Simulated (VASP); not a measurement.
# KCl2 (R-3m) in VASP: notebook

KCl2 is run at these levels: PBE; tasks: single point.

Program: VASP 6.6.1. These are calculated values, not measurements. Logs are shortened: lines on timing, memory, paths and dates and some standing lists are left out, and cuts for length are marked.

## Step 1: The cell of the first run

Symmetry: R-3m, No. 166, trigonal system. Conventional cell: a = 5.568 Å, b = 5.568 Å, c = 10.515 Å, α = 90.00°, β = 90.00°, γ = 120.00°. K (site symmetry -3m) has 8 Cl at 3.22 to 3.30 Å within 4.2 Å. Within 4.2 Å of Cl (site symmetry 3m) lie 4 K at 3.22 to 3.30 Å and 4 Cl at 3.24 to 3.91 Å.

## Step 2: Single point, PBE

INCAR

```
PREC     = Accurate       # precision mode
ENCUT    = 520            # plane-wave cutoff, eV
EDIFF    = 1E-7           # SCF threshold, eV
ISMEAR   = 0              # smearing method
SIGMA    = 0.1            # smearing width, eV
LREAL    = F              # projectors in reciprocal space
LASPH    = T              # aspherical terms in the spheres
NELM     = 60             # most SCF steps
ALGO     = Normal         # electronic algorithm
ISIF     = 2              # what is computed and relaxed
LWAVE    = F              # write WAVECAR
LCHARG   = F              # write CHGCAR
GGA      = PE             # functional
NBANDS   = 18             # bands
```

KPOINTS

```
Automatic mesh
0
Gamma
  6 6 6
```

POSCAR

```
KCl2
1.0
    2.7839420047      1.6073096645      3.5051552147
   -2.7839420047      1.6073096645      3.5051552147
    0.0000000000     -3.2146193329      3.5051552130
K Cl
1 2
Direct
    0.5000000000      0.5000000000      0.5000000000
    0.8139247173      0.8139247173      0.8139247173
    0.1860752827      0.1860752827      0.1860752827
```

Potentials or basis: VASP PAW PBE potentials, release 64 (K_sv, Cl).

On the command line:

```sh
$ cat potpaw_PBE.64/K_sv/POTCAR potpaw_PBE.64/Cl/POTCAR > POTCAR
$ mpirun -np 1 vasp_std > vasp.out
```

OUTCAR:

```text
PREC = Accurate
   ENCUT = 520
   EDIFF = 1E-7
   ISMEAR = 0
   LREAL = F
   LASPH = T
   NELM = 60
   ISIF = 2
   GGA = PE

 ion  position               nearest neighbor table
   1  0.500  0.500  0.500-   3 3.22   2 3.22   3 3.22   3 3.22   2 3.22   2 3.22
   2  0.814  0.814  0.814-   1 3.22   1 3.22   1 3.22
   3  0.186  0.186  0.186-   1 3.22   1 3.22   1 3.22

  LATTYP: Found a trigonal (rhomboedric) cell.
 ALAT       =     4.7560372709
 COS(alpha) =     0.3147329269

  Lattice vectors:

 A1 = (   2.7839420047,   1.6073096645,   3.5051552147)
 A2 = (  -2.7839420047,   1.6073096645,   3.5051552147)
 A3 = (   0.0000000000,  -3.2146193329,   3.5051552130)

Analysis of symmetry for initial positions (statically):
=====================================================================
 Subroutine PRICEL returns:
 Original cell was already a primitive cell.

 Routine SETGRP: Setting up the symmetry group for a
 trigonal (rhombohedral) supercell.

 Subroutine GETGRP returns: Found 12 space group operations
 (whereof 12 operations were pure point group operations)
 out of a pool of 12 trial point group operations.

The static configuration has the point symmetry D_3d.

Analysis of symmetry for dynamics (positions and initial velocities):
=====================================================================
 Subroutine PRICEL returns:
 Original cell was already a primitive cell.

 Routine SETGRP: Setting up the symmetry group for a
 trigonal (rhombohedral) supercell.

 Subroutine GETGRP returns: Found 12 space group operations
 (whereof 12 operations were pure point group operations)
 out of a pool of 12 trial point group operations.

The dynamic configuration has the point symmetry D_3d.

 Subroutine INISYM returns: Found 12 space group operations
 (whereof 12 operations are pure point group operations),
 and found     1 'primitive' translations

----------------------------------------------------------------------------------------

                                     Primitive cell

  volume of cell :      94.1062

  direct lattice vectors                    reciprocal lattice vectors
     2.783942005  1.607309665  3.505155215     0.179601443  0.103692941  0.095098024
    -2.783942005  1.607309665  3.505155215    -0.179601443  0.103692941  0.095098024
     0.000000000 -3.214619333  3.505155213     0.000000000 -0.207385882  0.095098024

  length of vectors
     4.756037271  4.756037271  4.756037271     0.228150254  0.228150254  0.228150254

  position of ions in fractional coordinates (direct lattice)
     0.500000000  0.500000000  0.500000000
     0.813924717  0.813924717  0.813924717
     0.186075283  0.186075283  0.186075283

  ion indices of the primitive-cell ions
   primitive index   ion index
                 1           1
                 2           2
                 3           3

----------------------------------------------------------------------------------------

 KPOINTS: Automatic mesh

Automatic generation of k-mesh.
 Grid dimensions read from file:
 generate k-points for:    6    6    6

 Generating k-lattice:

  Cartesian coordinates                     Fractional coordinates (reciprocal lattice)
     0.029933574  0.017282157  0.015849671     0.166666667  0.000000000  0.000000000
    -0.029933574  0.017282157  0.015849671     0.000000000  0.166666667  0.000000000
     0.000000000 -0.034564314  0.015849671     0.000000000  0.000000000  0.166666667

  Length of vectors
     0.038025042  0.038025042  0.038025042

  Shift w.r.t. Gamma in fractional coordinates (k-lattice)
     0.000000000  0.000000000  0.000000000

 Subroutine IBZKPT returns following result:
 ===========================================

 Found     32 irreducible k-points:

 Following reciprocal coordinates:
            Coordinates               Weight
  0.000000  0.000000  0.000000      1.000000
  0.166667  0.000000 -0.000000      6.000000
  0.333333  0.000000 -0.000000      6.000000
  0.500000 -0.000000  0.000000      3.000000
  0.166667  0.166667 -0.000000      6.000000
  0.333333  0.166667 -0.000000     12.000000
[... 16 lines left out ...]
  0.500000  0.500000  0.166667      6.000000
 -0.333333  0.500000  0.166667     12.000000
 [... further k-points ...]
   k-points           NKPTS =     32   k-points in BZ     NKDIM =     32   number of bands    NBANDS=     18
   number of dos      NEDOS =    301   number of ions     NIONS =      3
   total plane-waves  NPLWV =  46656
   dimension x,y,z NGX =    36 NGY =   36 NGZ =   36
   dimension x,y,z NGXF=    72 NGYF=   72 NGZF=   72
   ions per type =               1   2
   NGX,Y,Z   is equivalent  to a cutoff of  12.58, 12.58, 12.58 a.u.
   NGXF,Y,Z  is equivalent  to a cutoff of  25.17, 25.17, 25.17 a.u.
 SYSTEM =  unknown system
   PREC   = accura    normal or accurate (medium, high low for compatibility)
   ISTART =      0    job   : 0-new  1-cont  2-samecut
   ICHARG =      2    charge: 1-file 2-atom 10-const
   ISPIN  =      1    spin polarized calculation?
   LNONCOLLINEAR =      F non collinear calculations
   LSORBIT =      F    spin-orbit coupling
   LASPH  =      T    aspherical Exc in radial PAW
   ENCUT  =  520.0 eV  38.22 Ry    6.18 a.u.   8.84  8.84  8.84*2*pi/ulx,y,z
   NELM   =     60;   NELMIN=  2; NELMDL= -5     # of ELM steps
   EDIFF  = 0.1E-06   stopping-criterion for ELM
   LREAL  =      F    real-space projection
   EDIFFG = 0.1E-05   stopping-criterion for IOM
   NSW    =      0    number of steps for IOM
   IBRION =     -1    ionic relax: 0-MD 1-quasi-New 2-CG
   NFREE  =      0    steps in history (QN), initial steepest desc. (CG)
   ISIF   =      2    stress and relaxation
   ISYM   =      2    0-nonsym 1-usesym 2-fastsym
   POTIM  = 0.5000    time-step for ionic-motion
   TEBEG  =    0.0;   TEEND  =   0.0 temperature during run
   PSTRESS=    0.0 pullay stress
   NELECT =      23.0000    total number of electrons
   NUPDOWN=      -1.0000    fix difference up-down
   EMIN   =  10.00;   EMAX   =-10.00  energy-range for DOS
   EFERMI =   0.00;   METHOD = LEGACY
   ISMEAR =     0;   SIGMA  =   0.10  broadening in eV -4-tet -1-fermi 0-gaus
   EFERMI_NEDOS =   21; number of points for ismear=-14 and -15
   IALGO  =     38    algorithm
   IMIX   =      4    mixing-type and parameters
     AMIX     =   0.40;   BMIX     =  1.00
     AMIX_MAG =   1.60;   BMIX_MAG =  1.00
  volume/ion in A,a.u.               =      31.37       211.69
  Fermi-wavevector in a.u.,A,eV,Ry     =   1.023555  1.934239 14.254357  1.047666
  Thomas-Fermi vector in A             =   2.157295
   LORBIT       =      0    0 simple, 1 ext, 2 COOP (PROOUT), +10 PAW based schemes
   GGA     = PE    functional components
   LHFCALC =     F    Hartree Fock is set to
   AEXX    =    0.0000 exact exchange contribution
   IVDW    =     0    specifies the selected vdW correction
   LEPSILON=     F    determine dielectric tensor
   LRPA    =     F    only Hartree local field effects (RPA)
 non-spin polarized calculation
 Gauss-broadening in eV      SIGMA  =   0.10
  energy-cutoff  :      520.00
  volume of cell :       94.11
 maximum number of plane-waves:      2570
   NGX = 17   NGY = 17   NGZ = 17

 number of electron      23.0000002 magnetization

 Free energy of the ion-electron system (eV)
  ---------------------------------------------------
  ext. energy  EPLUGINS =         0.00000000
  ---------------------------------------------------
  free energy    TOTEN  =        -7.71558517 eV

  energy without entropy =       -7.68488743  energy(sigma->0) =       -7.70023630

 E-fermi :  -1.5970     XC(G=0):  -7.5503

 val. band max:       -1.6105033068   @ k =  -0.1667   0.1667   0.1667
 cond. band min:      -1.5949090105   @ k =  -0.1667   0.1667   0.0000
 fundamental gap:      0.0155942963
 Fermi energy:        -1.5970185285

 k-point     1 :       0.0000    0.0000    0.0000
  band No.  band energies     occupation
      1     -29.1148      2.00000
      2     -14.7774      2.00000
      3     -14.0199      2.00000
      4     -12.6161      2.00000
      5     -12.6161      2.00000
      6     -12.5759      2.00000
[... 10 lines left out ...]
     17       7.7130      0.00000
     18       7.9197      0.00000

 k-point     2 :       0.1667    0.0000   -0.0000
  band No.  band energies     occupation
      1     -29.1143      2.00000
      2     -14.7557      2.00000
      3     -14.0673      2.00000
      4     -12.6172      2.00000
      5     -12.5949      2.00000
      6     -12.5738      2.00000
[... 10 lines left out ...]
     17       8.2884      0.00000
     18       8.3037      0.00000

 k-point     3 :       0.3333    0.0000   -0.0000
  band No.  band energies     occupation
      1     -29.1133      2.00000
      2     -14.6909      2.00000
      3     -14.1886      2.00000
      4     -12.6195      2.00000
      5     -12.5970      2.00000
      6     -12.5170      2.00000
[... 10 lines left out ...]
     17       8.3962      0.00000
     18       8.6540      0.00000

 k-point     4 :       0.5000   -0.0000    0.0000
  band No.  band energies     occupation
      1     -29.1128      2.00000
      2     -14.6371      2.00000
      3     -14.2724      2.00000
      4     -12.6206      2.00000
      5     -12.6017      2.00000
      6     -12.4813      2.00000
[... 10 lines left out ...]
     17       8.3265      0.00000
     18       8.9017      0.00000

 k-point     5 :       0.1667    0.1667   -0.0000
  band No.  band energies     occupation
      1     -29.1140      2.00000
      2     -14.7510      2.00000
      3     -14.0665      2.00000
      4     -12.6243      2.00000
      5     -12.5943      2.00000
      6     -12.5756      2.00000
[... 10 lines left out ...]
     17       8.1989      0.00000
     18       8.2909      0.00000

 k-point     6 :       0.3333    0.1667   -0.0000
  band No.  band energies     occupation
      1     -29.1130      2.00000
      2     -14.6999      2.00000
      3     -14.1585      2.00000
      4     -12.6166      2.00000
      5     -12.6000      2.00000
      6     -12.5408      2.00000
[... 10 lines left out ...]
     17       8.5154      0.00000
     18       8.6463      0.00000

 k-point     7 :       0.5000    0.1667   -0.0000
  band No.  band energies     occupation
      1     -29.1124      2.00000
      2     -14.6129      2.00000
      3     -14.2978      2.00000
      4     -12.6067      2.00000
      5     -12.5933      2.00000
      6     -12.5035      2.00000
[... 10 lines left out ...]
     17       8.0949      0.00000
     18       8.5572      0.00000

 k-point     8 :      -0.3333    0.1667    0.0000
  band No.  band energies     occupation
      1     -29.1128      2.00000
      2     -14.6202      2.00000
      3     -14.2958      2.00000
      4     -12.6076      2.00000
      5     -12.5808      2.00000
      6     -12.5074      2.00000
[... 10 lines left out ...]
     17       8.0174      0.00000
     18       8.4353      0.00000
[... 229 lines left out ...]
     17       8.6223      0.00000
     18       8.8262      0.00000

 k-point    20 :       0.5000    0.3333    0.1667
  band No.  band energies     occupation
      1     -29.1116      2.00000
      2     -14.6562      2.00000
      3     -14.1896      2.00000
      4     -12.6271      2.00000
      5     -12.6080      2.00000
      6     -12.5452      2.00000
[... 10 lines left out ...]
     17       8.3965      0.00000
     18       8.6572      0.00000

 k-point    21 :      -0.3333    0.3333    0.1667
  band No.  band energies     occupation
      1     -29.1117      2.00000
      2     -14.5716      2.00000
      3     -14.3331      2.00000
      4     -12.6222      2.00000
      5     -12.5797      2.00000
      6     -12.5130      2.00000
[... 10 lines left out ...]
     17       8.1353      0.00000
     18       8.5268      0.00000

 k-point    22 :      -0.1667    0.3333    0.1667
  band No.  band energies     occupation
      1     -29.1124      2.00000
      2     -14.6102      2.00000
      3     -14.3001      2.00000
      4     -12.6174      2.00000
      5     -12.5801      2.00000
      6     -12.5067      2.00000
[... 10 lines left out ...]
     17       8.3034      0.00000
     18       8.5105      0.00000

 k-point    23 :       0.5000    0.5000    0.1667
  band No.  band energies     occupation
      1     -29.1112      2.00000
      2     -14.6279      2.00000
      3     -14.2269      2.00000
      4     -12.6453      2.00000
      5     -12.6165      2.00000
      6     -12.5119      2.00000
[... 10 lines left out ...]
     17       8.5575      0.00000
     18       8.8294      0.00000

 k-point    24 :      -0.3333    0.5000    0.1667
  band No.  band energies     occupation
      1     -29.1114      2.00000
      2     -14.5612      2.00000
      3     -14.3371      2.00000
      4     -12.6284      2.00000
      5     -12.5934      2.00000
      6     -12.5021      2.00000
[... 10 lines left out ...]
     17       8.1223      0.00000
     18       8.4943      0.00000

 [... further k-points ...]

------------------------ aborting loop because EDIFF is reached ----------------------------------------

  FORCE on cell =-STRESS in cart. coord.  units (eV):
  Direction    XX          YY          ZZ          XY          YZ          ZX
  --------------------------------------------------------------------------------------
  -------------------------------------------------------------------------------------
  Total       -0.0770172     -0.0770172     -0.0021988      0.0000000     -0.0000000     -0.0000000
  in kB       -1.3112344     -1.3112344     -0.0374348      0.0000000     -0.0000000     -0.0000000
  external PRESSURE =      -0.8866345 kB  Pullay stress =       0.0000000 kB

 VOLUME and BASIS-vectors are now :
 -----------------------------------------------------------------------------
  energy-cutoff  :      520.00
  volume of cell :       94.11
      direct lattice vectors                 reciprocal lattice vectors
     2.783942005  1.607309665  3.505155215     0.179601443  0.103692941  0.095098024
    -2.783942005  1.607309665  3.505155215    -0.179601443  0.103692941  0.095098024
     0.000000000 -3.214619333  3.505155213     0.000000000 -0.207385882  0.095098024

 POSITION                                       TOTAL-FORCE (eV/Angst)
 -----------------------------------------------------------------------------------
      0.00000     -0.00000      5.25773         0.000000     -0.000000     -0.000000
      0.00000     -0.00000      8.55880        -0.000000     -0.000000      0.021353
      0.00000     -0.00000      1.95667        -0.000000      0.000000     -0.021353
 -----------------------------------------------------------------------------------
    total drift:                               -0.000000     -0.000000      0.000000

  FREE ENERGIE OF THE ION-ELECTRON SYSTEM (eV)
  ---------------------------------------------------
  free  energy   TOTEN  =        -7.7155851726 eV

  energy  without entropy=       -7.6848874330  energy(sigma->0) =       -7.70023630
```

It took 40 s on 1 thread of AMD EPYC 7R13 (Zen 3), shared host; peak memory 0.19 GiB.

What came out:

```yaml
Free_energy: -7.7156 eV
Pressure: -0.1 GPa
Largest_force: 0.021 eV/Å
```

Forces on the atoms (eV/Å):
```
K    0.000  0.000  0.000
Cl   0.000  0.000  0.021
Cl   0.000  0.000 -0.021
```

Stress tensor (GPa, compression positive):
```
-0.13  0.00  0.00
 0.00 -0.13  0.00
 0.00  0.00  0.00
```

Caveat: an odd number of electrons without spin polarisation forces a metal; a magnetic or distorted state may lie lower.

[end of part 1 of 2]
